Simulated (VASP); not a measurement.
# BeTe (r.bp) (F-43m) in VASP: single point with PBE

Aim: the single point of BeTe (r.bp) with PBE.

All numbers are computed with VASP 6.6.1; they aren't measurements. Logs are shortened: lines on timing, memory, paths and dates and some standing lists are left out, and cuts for length are marked.

## (1) The cell of the first run

Symmetry: F-43m, No. 216, cubic system. Conventional cell: a = 5.637 Å, b = 5.637 Å, c = 5.637 Å, α = 90.00°, β = 90.00°, γ = 90.00°. Be (site symmetry -43m) has 4 Te at 2.44 Å within 3.2 Å. Te (site symmetry -43m) has 4 Be at 2.44 Å within 3.2 Å.

## (2) Single point, PBE

File INCAR:

```
SYSTEM = BeTe
PREC = Accurate
ENCUT = 600
EDIFF = 1E-6
ISMEAR = 0
SIGMA = 0.02
LREAL = .False.
LASPH = .True.
NELM = 120
ALGO = Normal
ISIF = 2
LWAVE = .False.
LCHARG = .True.
GGA = PE
LELF = .True.
LVHAR = .True.
NBANDS = 11
GGA_COMPAT = .False.
```

File KPOINTS:

```
Automatic mesh
0
Gamma
  8 8 8
  0 0 0
```

File POSCAR:

```
BeTe
1.0
    0.0000000000      2.8185122989      2.8185122989
    2.8185122989      0.0000000000      2.8185122989
    2.8185122989      2.8185122989      0.0000000000
Be Te
1 1
Direct
    0.0000000000      0.0000000000      0.0000000000
    0.2500000000      0.2500000000      0.2500000000
```

Potentials or basis: VASP PAW PBE potentials, release 64 (Be, Te).

Run with:

```bash
cat potpaw_PBE.64/Be/POTCAR potpaw_PBE.64/Te/POTCAR > POTCAR
mpirun -np 1 vasp_std > vasp.out
```

OUTCAR:

```text
SYSTEM = BeTe
   PREC = Accurate
   ENCUT = 600
   EDIFF = 1E-6
   ISMEAR = 0
   LREAL = .False.
   LASPH = .True.
   NELM = 120
   ISIF = 2
   GGA = PE

 ion  position               nearest neighbor table
   1  0.000  0.000  0.000-   2 2.44   2 2.44   2 2.44   2 2.44
   2  0.250  0.250  0.250-   1 2.44   1 2.44   1 2.44   1 2.44

  LATTYP: Found a face centered cubic cell.
 ALAT       =     5.6370245978

  Lattice vectors:

 A1 = (   0.0000000000,   2.8185122989,   2.8185122989)
 A2 = (   2.8185122989,   0.0000000000,   2.8185122989)
 A3 = (   2.8185122989,   2.8185122989,   0.0000000000)

Analysis of symmetry for initial positions (statically):
=====================================================================
 Subroutine PRICEL returns:
 Original cell was already a primitive cell.

 Routine SETGRP: Setting up the symmetry group for a
 face centered cubic supercell.

 Subroutine GETGRP returns: Found 24 space group operations
 (whereof 24 operations were pure point group operations)
 out of a pool of 48 trial point group operations.

The static configuration has the point symmetry T_d .

Analysis of symmetry for dynamics (positions and initial velocities):
=====================================================================
 Subroutine PRICEL returns:
 Original cell was already a primitive cell.

 Routine SETGRP: Setting up the symmetry group for a
 face centered cubic supercell.

 Subroutine GETGRP returns: Found 24 space group operations
 (whereof 24 operations were pure point group operations)
 out of a pool of 48 trial point group operations.

The dynamic configuration has the point symmetry T_d .

 Subroutine INISYM returns: Found 24 space group operations
 (whereof 24 operations are pure point group operations),
 and found     1 'primitive' translations

----------------------------------------------------------------------------------------

                                     Primitive cell

  volume of cell :      44.7806

  direct lattice vectors                    reciprocal lattice vectors
     0.000000000  2.818512299  2.818512299    -0.177398552  0.177398552  0.177398552
     2.818512299  0.000000000  2.818512299     0.177398552 -0.177398552  0.177398552
     2.818512299  2.818512299  0.000000000     0.177398552  0.177398552 -0.177398552

  length of vectors
     3.985978319  3.985978319  3.985978319     0.307263305  0.307263305  0.307263305

  position of ions in fractional coordinates (direct lattice)
     0.000000000  0.000000000  0.000000000
     0.250000000  0.250000000  0.250000000

  ion indices of the primitive-cell ions
   primitive index   ion index
                 1           1
                 2           2

----------------------------------------------------------------------------------------

 KPOINTS: Automatic mesh

Automatic generation of k-mesh.
 Grid dimensions read from file:
 generate k-points for:    8    8    8

 Generating k-lattice:

  Cartesian coordinates                     Fractional coordinates (reciprocal lattice)
    -0.022174819  0.022174819  0.022174819     0.125000000  0.000000000  0.000000000
     0.022174819 -0.022174819  0.022174819     0.000000000  0.125000000  0.000000000
     0.022174819  0.022174819 -0.022174819     0.000000000  0.000000000  0.125000000

  Length of vectors
     0.038407913  0.038407913  0.038407913

  Shift w.r.t. Gamma in fractional coordinates (k-lattice)
     0.000000000  0.000000000  0.000000000

 Subroutine IBZKPT returns following result:
 ===========================================

 Found     29 irreducible k-points:

 Following reciprocal coordinates:
            Coordinates               Weight
  0.000000  0.000000  0.000000      1.000000
  0.125000  0.000000  0.000000      8.000000
  0.250000  0.000000  0.000000      8.000000
  0.375000  0.000000  0.000000      8.000000
  0.500000  0.000000  0.000000      4.000000
  0.125000  0.125000  0.000000      6.000000
[... 16 lines left out ...]
  0.500000  0.250000  0.125000     48.000000
 -0.375000  0.250000  0.125000     24.000000
 [... further k-points ...]
   k-points           NKPTS =     29   k-points in BZ     NKDIM =     29   number of bands    NBANDS=     11
   number of dos      NEDOS =    301   number of ions     NIONS =      2
   total plane-waves  NPLWV =  32768
   dimension x,y,z NGX =    32 NGY =   32 NGZ =   32
   dimension x,y,z NGXF=    64 NGYF=   64 NGZF=   64
   ions per type =               1   1
   NGX,Y,Z   is equivalent  to a cutoff of  13.35, 13.35, 13.35 a.u.
   NGXF,Y,Z  is equivalent  to a cutoff of  26.69, 26.69, 26.69 a.u.
 SYSTEM =  BeTe
   PREC   = accura    normal or accurate (medium, high low for compatibility)
   ISTART =      0    job   : 0-new  1-cont  2-samecut
   ICHARG =      2    charge: 1-file 2-atom 10-const
   ISPIN  =      1    spin polarized calculation?
   LNONCOLLINEAR =      F non collinear calculations
   LSORBIT =      F    spin-orbit coupling
   LASPH  =      T    aspherical Exc in radial PAW
   ENCUT  =  600.0 eV  44.10 Ry    6.64 a.u.   7.96  7.96  7.96*2*pi/ulx,y,z
   NELM   =    120;   NELMIN=  2; NELMDL= -5     # of ELM steps
   EDIFF  = 0.1E-05   stopping-criterion for ELM
   LREAL  =      F    real-space projection
   EDIFFG = 0.1E-04   stopping-criterion for IOM
   NSW    =      0    number of steps for IOM
   IBRION =     -1    ionic relax: 0-MD 1-quasi-New 2-CG
   NFREE  =      0    steps in history (QN), initial steepest desc. (CG)
   ISIF   =      2    stress and relaxation
   ISYM   =      2    0-nonsym 1-usesym 2-fastsym
   POTIM  = 0.5000    time-step for ionic-motion
   TEBEG  =    0.0;   TEEND  =   0.0 temperature during run
   PSTRESS=    0.0 pullay stress
   NELECT =       8.0000    total number of electrons
   NUPDOWN=      -1.0000    fix difference up-down
   EMIN   =  10.00;   EMAX   =-10.00  energy-range for DOS
   EFERMI =   0.00;   METHOD = LEGACY
   ISMEAR =     0;   SIGMA  =   0.02  broadening in eV -4-tet -1-fermi 0-gaus
   EFERMI_NEDOS =   21; number of points for ismear=-14 and -15
   IALGO  =     38    algorithm
   IMIX   =      4    mixing-type and parameters
     AMIX     =   0.40;   BMIX     =  1.00
     AMIX_MAG =   1.60;   BMIX_MAG =  1.00
  volume/ion in A,a.u.               =      22.39       151.10
  Fermi-wavevector in a.u.,A,eV,Ry     =   0.922023  1.742370 11.566662  0.850126
  Thomas-Fermi vector in A             =   2.047504
   LORBIT       =      0    0 simple, 1 ext, 2 COOP (PROOUT), +10 PAW based schemes
   GGA     = PE    functional components
   LHFCALC =     F    Hartree Fock is set to
   AEXX    =    0.0000 exact exchange contribution
   IVDW    =     0    specifies the selected vdW correction
   LEPSILON=     F    determine dielectric tensor
   LRPA    =     F    only Hartree local field effects (RPA)
 non-spin polarized calculation
 Gauss-broadening in eV      SIGMA  =   0.02
  energy-cutoff  :      600.00
  volume of cell :       44.78
 maximum number of plane-waves:      1524
   NGX = 15   NGY = 15   NGZ = 15

 number of electron       8.0000000 magnetization

 Free energy of the ion-electron system (eV)
  ---------------------------------------------------
  ext. energy  EPLUGINS =         0.00000000
  ---------------------------------------------------
  free energy    TOTEN  =        -7.62229166 eV

  energy without entropy =       -7.62229166  energy(sigma->0) =       -7.62229166

 E-fermi :   5.1719     XC(G=0):  -9.0460

 val. band max:        5.0662430862   @ k =   0.0000   0.0000   0.0000
 cond. band min:       7.0464514950   @ k =   0.5000   0.5000   0.0000
 fundamental gap:      1.9802084088
 Fermi energy:         5.1719294746

 k-point     1 :       0.0000    0.0000    0.0000
  band No.  band energies     occupation
      1      -7.2132      2.00000
      2       5.0662      2.00000
      3       5.0662      2.00000
      4       5.0662      2.00000
      5       8.6782      0.00000
      6       8.6782      0.00000
      7       8.6782      0.00000
      8       8.8680      0.00000
      9      13.3791      0.00000
     10      15.3052      0.00000
     11      15.3052      0.00000

 k-point     2 :       0.1250    0.0000    0.0000
  band No.  band energies     occupation
      1      -7.0661      2.00000
      2       3.7554      2.00000
      3       4.8321      2.00000
      4       4.8321      2.00000
      5       8.6013      0.00000
      6       9.0204      0.00000
      7       9.0204      0.00000
      8      10.1578      0.00000
      9      13.8043      0.00000
     10      14.3802      0.00000
     11      14.3802      0.00000

 k-point     3 :       0.2500    0.0000    0.0000
  band No.  band energies     occupation
      1      -6.6604      2.00000
      2       1.7565      2.00000
      3       4.3951      2.00000
      4       4.3951      2.00000
      5       8.3750      0.00000
      6       9.5500      0.00000
      7       9.5500      0.00000
      8      12.0848      0.00000
      9      14.1039      0.00000
     10      14.1039      0.00000
     11      14.1206      0.00000

 k-point     4 :       0.3750    0.0000    0.0000
  band No.  band energies     occupation
      1      -6.1444      2.00000
      2       0.1775      2.00000
      3       4.0589      2.00000
      4       4.0589      2.00000
      5       8.1981      0.00000
      6       9.6863      0.00000
      7       9.6863      0.00000
      8      12.9192      0.00000
      9      14.8253      0.00000
     10      15.1424      0.00000
     11      15.1424      0.00000
[... 239 lines left out ...]
 k-point    22 :       0.3750    0.2500    0.1250
  band No.  band energies     occupation
      1      -6.3250      2.00000
      2       1.5040      2.00000
      3       2.8252      2.00000
      4       3.8442      2.00000
      5       8.6600      0.00000
      6       9.9065      0.00000
      7      10.4614      0.00000
      8      11.3449      0.00000
      9      14.1144      0.00000
     10      15.6348      0.00000
     11      16.1802      0.00000

 k-point    23 :       0.5000    0.2500    0.1250
  band No.  band energies     occupation
      1      -5.8668      2.00000
      2       0.4544      2.00000
      3       2.2895      2.00000
      4       3.3906      2.00000
      5       9.1015      0.00000
      6       9.7521      0.00000
      7      10.9798      0.00000
      8      11.9786      0.00000
      9      14.9083      0.00000
     10      15.3874      0.00000
     11      17.3059      0.00000

 k-point    24 :      -0.3750    0.2500    0.1250
  band No.  band energies     occupation
      1      -5.6361      2.00000
      2      -0.0379      2.00000
      3       2.1800      2.00000
      4       3.1690      2.00000
      5       9.2581      0.00000
      6       9.4621      0.00000
      7      11.7247      0.00000
      8      12.8098      0.00000
      9      13.5669      0.00000
     10      16.6285      0.00000
     11      16.9702      0.00000

 [... further k-points ...]

------------------------ aborting loop because EDIFF is reached ----------------------------------------

  FORCE on cell =-STRESS in cart. coord.  units (eV):
  Direction    XX          YY          ZZ          XY          YZ          ZX
  --------------------------------------------------------------------------------------
  -------------------------------------------------------------------------------------
  Total        0.2717558      0.2717558      0.2717558      0.0000000      0.0000000      0.0000000
  in kB        9.7229855      9.7229855      9.7229855      0.0000000      0.0000000      0.0000000
  external PRESSURE =       9.7229855 kB  Pullay stress =       0.0000000 kB

 VOLUME and BASIS-vectors are now :
 -----------------------------------------------------------------------------
  energy-cutoff  :      600.00
  volume of cell :       44.78
      direct lattice vectors                 reciprocal lattice vectors
     0.000000000  2.818512299  2.818512299    -0.177398552  0.177398552  0.177398552
     2.818512299  0.000000000  2.818512299     0.177398552 -0.177398552  0.177398552
     2.818512299  2.818512299  0.000000000     0.177398552  0.177398552 -0.177398552

 POSITION                                       TOTAL-FORCE (eV/Angst)
 -----------------------------------------------------------------------------------
      0.00000      0.00000      0.00000        -0.000000      0.000000      0.000000
      1.40926      1.40926      1.40926         0.000000     -0.000000     -0.000000
 -----------------------------------------------------------------------------------
    total drift:                                0.000000      0.000000      0.000000

  FREE ENERGIE OF THE ION-ELECTRON SYSTEM (eV)
  ---------------------------------------------------
  free  energy   TOTEN  =        -7.6222916615 eV

  energy  without entropy=       -7.6222916615  energy(sigma->0) =       -7.62229166
```

Run time: 13 s. Hardware: 1 thread of Intel Xeon 6975P-C, shared host; peak memory 0.18 GiB.

Results:

| Quantity | Value |
| --- | --- |
| Free energy | -7.6223 eV |
| Pressure | 1.0 GPa |
| Band gap on the k mesh | 1.98 eV, indirect (least direct gap 3.61 eV) |

Levels at points of the mesh, in eV from the valence-band top:
```csv
k point,band 2,band 3,band 4,band 5,band 6,band 7
"(0.00, 0.00, 0.00)",0.00,0.00,0.00,3.61,3.61,3.61
"(0.50, 0.00, 0.00)",-5.52,-1.13,-1.13,3.07,4.59,4.59
"(0.50, 0.50, 0.00)",-5.10,-2.63,-2.63,1.98,2.67,9.69
```

Caveat: spin-orbit coupling is left out, which moves the levels of the heavy elements. A hybrid or GW would open this gap; PBE tends to underestimate it.
